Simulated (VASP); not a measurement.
Pt: single point with LDA

The system is Pt.

```
Pt
1.0
    -0.02937    1.95790    1.95790
     1.95790   -0.02937    1.95790
     1.92853    1.92853    0.00000
Pt
1
Direct
  0.00000 0.00000 0.00000
```

This cell differs from its parent crystal: strain -0.0300 x Voigt [0, 0, 0, 0, 0, 1].

```json
{
  "Program": "VASP 6.6.1",
  "Task": "single point",
  "Functional": "LDA",
  "Potentials or basis": "VASP PAW LDA potentials, release 64 (Pt)",
  "Cutoff": "520 eV",
  "k mesh": "20 × 20 × 20",
  "Occupations": "gaussian, width 0.15 eV",
  "Spin": "no spin polarisation"
}
```

- Pressure: -3.9 GPa
- Band gap on the k mesh: zero (band 5 reaches 11.76 eV, above the bottom of band 6 at 9.45 eV)

Stress tensor (GPa, compression positive):
```
-3.60  2.38  0.00
 2.38 -3.60  0.00
 0.00  0.00 -4.45
```

Levels at points of the mesh, in eV from the Fermi level:
```tsv
k point	band 1	band 2	band 3	band 4	band 5	band 6	band 7	band 8	band 9	band 10
(0.00, 0.00, 0.00)	-10.31	-4.03	-3.88	-3.66	-1.63	-1.62	14.59	19.08	19.57	20.05
(0.50, 0.00, 0.00)	-7.46	-4.07	-3.71	-0.63	-0.08	0.10	5.66	14.28	18.94	19.37
(0.50, 0.50, 0.00)	-7.17	-6.71	0.03	0.48	0.51	1.75	8.91	10.80	11.92	20.21
(0.00, 0.00, 0.50)	-7.38	-4.09	-3.75	-0.37	-0.01	0.16	6.08	14.06	18.49	18.92
(0.50, 0.00, 0.50)	-7.16	-6.71	0.00	0.48	0.52	1.76	8.93	11.35	11.35	20.26
```

Wall time 100 s on 1 thread of AMD EPYC 9R45 96-Core Processor (Zen 5), on a shared host, peak memory 0.26 GiB.

Caveat: the cell differs from its parent crystal (strain -0.0300 x Voigt [0, 0, 0, 0, 0, 1]); spin-orbit coupling is left out, which moves the levels of the heavy elements.
